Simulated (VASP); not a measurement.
# LiH (Fm-3m) in VASP: a series of runs

Runs on LiH. Level: HF. Tasks: single point.

Everything below comes from runs of VASP 6.6.1. Logs are shortened: lines on timing, memory, paths and dates and some standing lists are left out, and cuts for length are marked.

### 1 The cell of the first run

The structure is cubic, space group Fm-3m (No. 225). The conventional cell has a = 3.990 Å, b = 3.990 Å, c = 3.990 Å, α = 90.00°, β = 90.00°, γ = 90.00°. Within 2.6 Å of Li (site symmetry m-3m) lie 6 H at 2.00 Å. Within 2.6 Å of H (site symmetry m-3m) lie 6 Li at 2.00 Å.

### 2 Single point, HF

The input, POSCAR:

```
LiH
1.0
    0.0000000000      1.9951720069      1.9951720069
    1.9951720069      0.0000000000      1.9951720069
    1.9951720069      1.9951720069      0.0000000000
Li H
1 1
Direct
    0.0000000000      0.0000000000      0.0000000000
    0.5000000000      0.5000000000      0.5000000000
```

The input, INCAR.step1:

```
SYSTEM = LiH
ALGO = Normal
EDIFF = 1E-5
ENCUT = 520
GGA = PE
ISIF = 2
ISMEAR = -1
LASPH = .TRUE.
LCHARG = .FALSE.
LREAL = .FALSE.
LWAVE = .TRUE.
NBANDS = 9
NELM = 100
PREC = Accurate
SIGMA = 0.01
```

The input, INCAR.step2:

```
SYSTEM = LiH
AEXX = 1.0
AGGAC = 0.0
ALDAC = 0.0
ALGO = Normal
EDIFF = 1E-7
ENCUT = 520
GGA = PE
ISIF = 2
ISMEAR = -1
ISTART = 1
LASPH = .TRUE.
LCHARG = .FALSE.
LHFCALC = .TRUE.
LREAL = .FALSE.
LWAVE = .FALSE.
NBANDS = 9
NELM = 100
PREC = Accurate
PRECFOCK = Normal
SIGMA = 0.01
```

The input, KPOINTS:

```
k-points
0
G
  7 7 7
  0 0 0
```

Potentials or basis: VASP PAW PBE potentials, release 64 (Li_sv, H).

Started as:

```sh
$ cat potpaw_PBE.64/Li_sv/POTCAR potpaw_PBE.64/H/POTCAR > POTCAR
$ cp INCAR.step1 INCAR
$ mpirun -np 1 vasp_std > vasp.out
$ cp INCAR.step2 INCAR
$ mpirun -np 1 vasp_std > vasp.out
```

OUTCAR:

```text
SYSTEM = LiH
   AEXX = 1.0
   EDIFF = 1E-7
   ENCUT = 520
   GGA = PE
   ISIF = 2
   ISMEAR = -1
   ISTART = 1
   LASPH = .TRUE.
   LHFCALC = .TRUE.
   LREAL = .FALSE.
   NELM = 100
   PREC = Accurate
   PRECFOCK = Normal

 ion  position               nearest neighbor table
   1  0.000  0.000  0.000-
   2  0.500  0.500  0.500-

  LATTYP: Found a face centered cubic cell.
 ALAT       =     3.9903440138

  Lattice vectors:

 A1 = (   0.0000000000,   1.9951720069,   1.9951720069)
 A2 = (   1.9951720069,   0.0000000000,   1.9951720069)
 A3 = (   1.9951720069,   1.9951720069,   0.0000000000)

Analysis of symmetry for initial positions (statically):
=====================================================================
 Subroutine PRICEL returns:
 Original cell was already a primitive cell.

 Routine SETGRP: Setting up the symmetry group for a
 face centered cubic supercell.

 Subroutine GETGRP returns: Found 48 space group operations
 (whereof 48 operations were pure point group operations)
 out of a pool of 48 trial point group operations.

The static configuration has the point symmetry O_h .

Analysis of symmetry for dynamics (positions and initial velocities):
=====================================================================
 Subroutine PRICEL returns:
 Original cell was already a primitive cell.

 Routine SETGRP: Setting up the symmetry group for a
 face centered cubic supercell.

 Subroutine GETGRP returns: Found 48 space group operations
 (whereof 48 operations were pure point group operations)
 out of a pool of 48 trial point group operations.

The dynamic configuration has the point symmetry O_h .

 Subroutine INISYM returns: Found 48 space group operations
 (whereof 48 operations are pure point group operations),
 and found     1 'primitive' translations

----------------------------------------------------------------------------------------

                                     Primitive cell

  volume of cell :      15.8844

  direct lattice vectors                    reciprocal lattice vectors
     0.000000000  1.995172007  1.995172007    -0.250604960  0.250604960  0.250604960
     1.995172007  0.000000000  1.995172007     0.250604960 -0.250604960  0.250604960
     1.995172007  1.995172007  0.000000000     0.250604960  0.250604960 -0.250604960

  length of vectors
     2.821599311  2.821599311  2.821599311     0.434060522  0.434060522  0.434060522

  position of ions in fractional coordinates (direct lattice)
     0.000000000  0.000000000  0.000000000
     0.500000000  0.500000000  0.500000000

  ion indices of the primitive-cell ions
   primitive index   ion index
                 1           1
                 2           2

----------------------------------------------------------------------------------------

 KPOINTS: k-points

Automatic generation of k-mesh.
 Grid dimensions read from file:
 generate k-points for:    7    7    7

 Generating k-lattice:

  Cartesian coordinates                     Fractional coordinates (reciprocal lattice)
    -0.035800709  0.035800709  0.035800709     0.142857143  0.000000000  0.000000000
     0.035800709 -0.035800709  0.035800709     0.000000000  0.142857143  0.000000000
     0.035800709  0.035800709 -0.035800709     0.000000000  0.000000000  0.142857143

  Length of vectors
     0.062008646  0.062008646  0.062008646

  Shift w.r.t. Gamma in fractional coordinates (k-lattice)
     0.000000000  0.000000000  0.000000000

 Subroutine IBZKPT returns following result:
 ===========================================

 Found     20 irreducible k-points:

 Following reciprocal coordinates:
            Coordinates               Weight
  0.000000  0.000000  0.000000      1.000000
  0.142857  0.000000  0.000000      8.000000
  0.285714  0.000000  0.000000      8.000000
  0.428571  0.000000  0.000000      8.000000
  0.142857  0.142857  0.000000      6.000000
  0.285714  0.142857  0.000000     24.000000
[... 12 lines left out ...]
 -0.428571  0.428571  0.142857     24.000000
 -0.285714  0.428571  0.142857     24.000000
   k-points           NKPTS =     20   k-points in BZ     NKDIM =    343   number of bands    NBANDS=      9
   number of dos      NEDOS =    301   number of ions     NIONS =      2
   total plane-waves  NPLWV =  13824
   dimension x,y,z NGX =    24 NGY =   24 NGZ =   24
   dimension x,y,z NGXF=    48 NGYF=   48 NGZF=   48
   ions per type =               1   1
   NGX,Y,Z   is equivalent  to a cutoff of  14.14, 14.14, 14.14 a.u.
   NGXF,Y,Z  is equivalent  to a cutoff of  28.28, 28.28, 28.28 a.u.
 SYSTEM =  LiH
   PREC   = accura    normal or accurate (medium, high low for compatibility)
   ISTART =      1    job   : 0-new  1-cont  2-samecut
   ICHARG =      0    charge: 1-file 2-atom 10-const
   ISPIN  =      1    spin polarized calculation?
   LNONCOLLINEAR =      F non collinear calculations
   LSORBIT =      F    spin-orbit coupling
   LASPH  =      T    aspherical Exc in radial PAW
   ENCUT  =  520.0 eV  38.22 Ry    6.18 a.u.   5.25  5.25  5.25*2*pi/ulx,y,z
   NELM   =    100;   NELMIN=  2; NELMDL=  0     # of ELM steps
   EDIFF  = 0.1E-06   stopping-criterion for ELM
   LREAL  =      F    real-space projection
   EDIFFG = 0.1E-05   stopping-criterion for IOM
   NSW    =      0    number of steps for IOM
   IBRION =     -1    ionic relax: 0-MD 1-quasi-New 2-CG
   NFREE  =      0    steps in history (QN), initial steepest desc. (CG)
   ISIF   =      2    stress and relaxation
   ISYM   =      3    0-nonsym 1-usesym 2-fastsym
   POTIM  = 0.5000    time-step for ionic-motion
   TEBEG  =    0.0;   TEEND  =   0.0 temperature during run
   PSTRESS=    0.0 pullay stress
   NELECT =       4.0000    total number of electrons
   NUPDOWN=      -1.0000    fix difference up-down
   EMIN   =  10.00;   EMAX   =-10.00  energy-range for DOS
   EFERMI =   0.00;   METHOD = LEGACY
   ISMEAR =    -1;   SIGMA  =   0.01  broadening in eV -4-tet -1-fermi 0-gaus
   EFERMI_NEDOS =   21; number of points for ismear=-14 and -15
   IALGO  =     38    algorithm
   IMIX   =      1    mixing-type and parameters
     AMIX     =   0.40;   BMIX     =  1.00
     AMIX_MAG =   1.60;   BMIX_MAG =  1.00
  volume/ion in A,a.u.               =       7.94        53.60
  Fermi-wavevector in a.u.,A,eV,Ry     =   1.033803  1.953605 14.541210  1.068749
  Thomas-Fermi vector in A             =   2.168068
   LORBIT       =      0    0 simple, 1 ext, 2 COOP (PROOUT), +10 PAW based schemes
   GGA     = PE    functional components
   LHFCALC =     T    Hartree Fock is set to
   PRECFOCK=normal    Normal, Fast or Accurate (Low or Medium for compatibility)
   ENCUT4O =  -1.0   cutoff for four orbital integrals eV
   NKREDX  =     1    reduce k-point grid by
   NKREDY  =     1    reduce k-point grid by
   NKREDZ  =     1    reduce k-point grid by
   AEXX    =    1.0000 exact exchange contribution
   HFSCREEN=    0.0000 screening length (either q_TF or 0.3 A-1)
   HFSCREENC=   0.0000 screening length for correlation (either q_TF or 0.3 A-1)
   ENCUTFOCK=  -1.0 apply spherical cutoff to Coloumb kernel
   IVDW    =     0    specifies the selected vdW correction
   LEPSILON=     F    determine dielectric tensor
   LRPA    =     F    only Hartree local field effects (RPA)
 non-spin polarized calculation
  energy-cutoff  :      520.00
  volume of cell :       15.88
 maximum number of plane-waves:       444
 NGX is ok and might be reduce to    24
  NGX = 16; NGY = 16; NGZ = 16

 number of electron       3.9999997 magnetization

 Free energy of the ion-electron system (eV)
  ---------------------------------------------------
  ext. energy  EPLUGINS =         0.00000000
  ---------------------------------------------------
  free energy    TOTEN  =        -9.35166148 eV

  energy without entropy =       -9.35166148  energy(sigma->0) =       -9.35166148

 E-fermi :  -3.1441     XC(G=0):   0.0000

 val. band max:       -3.6455167257   @ k =  -0.4286   0.4286   0.0000
 cond. band min:       7.9413526107   @ k =  -0.4286   0.4286   0.0000
 fundamental gap:     11.5868693364
 Fermi energy:        -3.1440904888

 k-point     1 :       0.0000    0.0000    0.0000
  band No.  band energies     occupation
      1     -59.9058      2.00000
      2     -11.1632      2.00000
      3      23.6944      0.00000
      4      24.4150      0.00000
      5      24.4150      0.00000
      6      24.4150      0.00000
      7      29.1667      0.00000
      8      29.1667      0.00000
      9      29.1667      0.00000

 k-point     2 :       0.1429    0.0000    0.0000
  band No.  band energies     occupation
      1     -59.8940      2.00000
      2     -10.5965      2.00000
      3      19.6332      0.00000
      4      23.3784      0.00000
      5      23.6691      0.00000
      6      23.6691      0.00000
      7      28.7149      0.00000
      8      30.5767      0.00000
      9      30.5767      0.00000

 k-point     3 :       0.2857    0.0000    0.0000
  band No.  band energies     occupation
      1     -59.8670      2.00000
      2      -9.0296      2.00000
      3      14.0860      0.00000
      4      21.5591      0.00000
      5      22.9171      0.00000
      6      22.9171      0.00000
      7      28.1814      0.00000
      8      28.1814      0.00000
      9      30.7726      0.00000

 k-point     4 :       0.4286    0.0000    0.0000
  band No.  band energies     occupation
      1     -59.8449      2.00000
      2      -7.2495      2.00000
      3      10.2095      0.00000
      4      20.4758      0.00000
      5      22.8518      0.00000
      6      22.8518      0.00000
      7      26.0058      0.00000
      8      26.0058      0.00000
      9      33.6533      0.00000
[... 157 lines left out ...]
 k-point    18 :      -0.4286    0.2857    0.1429
  band No.  band energies     occupation
      1     -59.8357      2.00000
      2      -5.6339      2.00000
      3      10.5654      0.00000
      4      13.5835      0.00000
      5      19.0837      0.00000
      6      23.4060      0.00000
      7      29.7554      0.00000
      8      32.2289      0.00000
      9      35.0257      0.00000

 k-point    19 :      -0.4286    0.4286    0.1429
  band No.  band energies     occupation
      1     -59.8318      2.00000
      2      -4.4014      2.00000
      3       9.3680      0.00000
      4      13.1746      0.00000
      5      17.5167      0.00000
      6      24.2889      0.00000
      7      25.2082      0.00000
      8      35.6747      0.00000
      9      38.3561      0.00000

 k-point    20 :      -0.2857    0.4286    0.1429
  band No.  band energies     occupation
      1     -59.8295      2.00000
      2      -4.1094      2.00000
      3       9.7498      0.00000
      4      11.3989      0.00000
      5      17.9501      0.00000
      6      23.8965      0.00000
      7      29.6240      0.00000
      8      32.9032      0.00000
      9      35.3011      0.00000

------------------------ aborting loop because EDIFF is reached ----------------------------------------

  FORCE on cell =-STRESS in cart. coord.  units (eV):
  Direction    XX          YY          ZZ          XY          YZ          ZX
  --------------------------------------------------------------------------------------
  -------------------------------------------------------------------------------------
  Total        0.2735470      0.2735470      0.2735470     -0.0000000      0.0000000      0.0000000
  in kB       27.5912576     27.5912576     27.5912576     -0.0000000      0.0000000      0.0000000
  external PRESSURE =      27.5912576 kB  Pullay stress =       0.0000000 kB

 VOLUME and BASIS-vectors are now :
 -----------------------------------------------------------------------------
  energy-cutoff  :      520.00
  volume of cell :       15.88
      direct lattice vectors                 reciprocal lattice vectors
     0.000000000  1.995172007  1.995172007    -0.250604960  0.250604960  0.250604960
     1.995172007  0.000000000  1.995172007     0.250604960 -0.250604960  0.250604960
     1.995172007  1.995172007  0.000000000     0.250604960  0.250604960 -0.250604960

 POSITION                                       TOTAL-FORCE (eV/Angst)
 -----------------------------------------------------------------------------------
      0.00000      0.00000      0.00000        -0.000000     -0.000000      0.000000
      1.99517      1.99517      1.99517         0.000000      0.000000     -0.000000
 -----------------------------------------------------------------------------------
    total drift:                               -0.000000      0.000000     -0.000000

  FREE ENERGIE OF THE ION-ELECTRON SYSTEM (eV)
  ---------------------------------------------------
  free  energy   TOTEN  =        -9.3516614773 eV

  energy  without entropy=       -9.3516614773  energy(sigma->0) =       -9.35166148
```

Wall time 1.8 min (1 thread of Intel Xeon Platinum 8559C (Emerald Rapids), shared host); peak memory 0.14 GiB.

Results:

- Free energy: -9.3517 eV
- Band gap on the k mesh: 11.59 eV, direct

Caveat: the cutoff is under 1.25 times the usual one of these potentials, so pressure, stress and relaxed cells hold a basis-set (Pulay) error; the PAW data sets were made with another functional, which shifts forces and pressure a little. A k mesh can miss the band edges.

[end of part 1 of 2]
